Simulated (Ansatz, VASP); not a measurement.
Two plane-wave programs on P

File INCAR:

```
SYSTEM = P
ALGO = Normal
EDIFF = 1E-6
ENCUT = 520
GGA = PE
ISIF = 2
ISMEAR = 0
LASPH = .TRUE.
LCHARG = .FALSE.
LREAL = .FALSE.
LWAVE = .FALSE.
NBANDS = 30
NELM = 80
PREC = Accurate
SIGMA = 0.03
```

KPOINTS

```
k-points
0
G
  10 7 3
  0 0 0
```

Contents of POSCAR:

```
P
1.0
   -3.3104324909      0.0000000000      0.0000000000
    0.0000000000      0.0000000000     -4.5577726732
    0.0000000000    -11.2854350009      0.0000000000
P
8
Direct
    0.0000000000      0.0862797555      0.0940707859
    0.5000000000      0.0862797555      0.5940707859
    0.0000000000      0.4137202445      0.5940707859
    0.5000000000      0.4137202445      0.0940707859
    0.0000000000      0.9137202445      0.9059292141
    0.5000000000      0.9137202445      0.4059292141
    0.0000000000      0.5862797555      0.4059292141
    0.5000000000      0.5862797555      0.9059292141
```

Input for Ansatz:

```yaml
crystal:
  lattice:
    - [-3.3104324909, 0.0, 0.0]
    - [0.0, 0.0, -4.5577726732]
    - [0.0, -11.2854350009, 0.0]
  atoms:
    - { symbol: P, position: [0.0, 0.0862797555, 0.0940707859] }
    - { symbol: P, position: [0.5, 0.0862797555, 0.5940707859] }
    - { symbol: P, position: [0.0, 0.4137202445, 0.5940707859] }
    - { symbol: P, position: [0.5, 0.4137202445, 0.0940707859] }
    - { symbol: P, position: [0.0, 0.9137202445, 0.9059292141] }
    - { symbol: P, position: [0.5, 0.9137202445, 0.4059292141] }
    - { symbol: P, position: [0.0, 0.5862797555, 0.4059292141] }
    - { symbol: P, position: [0.5, 0.5862797555, 0.9059292141] }
basis:
  ecutwfc: 420
kpoints:
  mp_grid: { grid: [10, 7, 3] }
hamiltonian:
  xc: pbe
scf:
  occupations: { method: gaussian, width: 0.03 }
output:
  forces: true
  stress: true
  eigenvalues: true
```

Alike in both runs: task single point; functional PBE; k mesh 10 × 7 × 3; occupations gaussian, width 0.03 eV; no spin polarisation.

|  | VASP | Ansatz |
| --- | --- | --- |
| version | VASP 6.6.1 | Ansatz 0.2.0 |
| potentials or method | VASP PAW PBE potentials, release 64 (P), cutoff 520 eV | scalar-relativistic, plane waves, PAW |
| valence electrons in the cell | 40 | 40 |

|  | VASP | Ansatz | Ansatz less VASP |
| --- | --- | --- | --- |
| gap on the k mesh at the Fermi level (eV) | 0.14 | 0.12 | -0.017 |
| least direct gap on the mesh (eV) | 0.14 | 0.12 | -0.017 |
| pressure (GPa) | -0.3 | 0.0 | +0.31 |
| rms of the force components (eV/Å) | 0.032 | 0.002 | -0.0295 |

Atom by atom the forces differ by 0.030 eV/Å (rms over components).
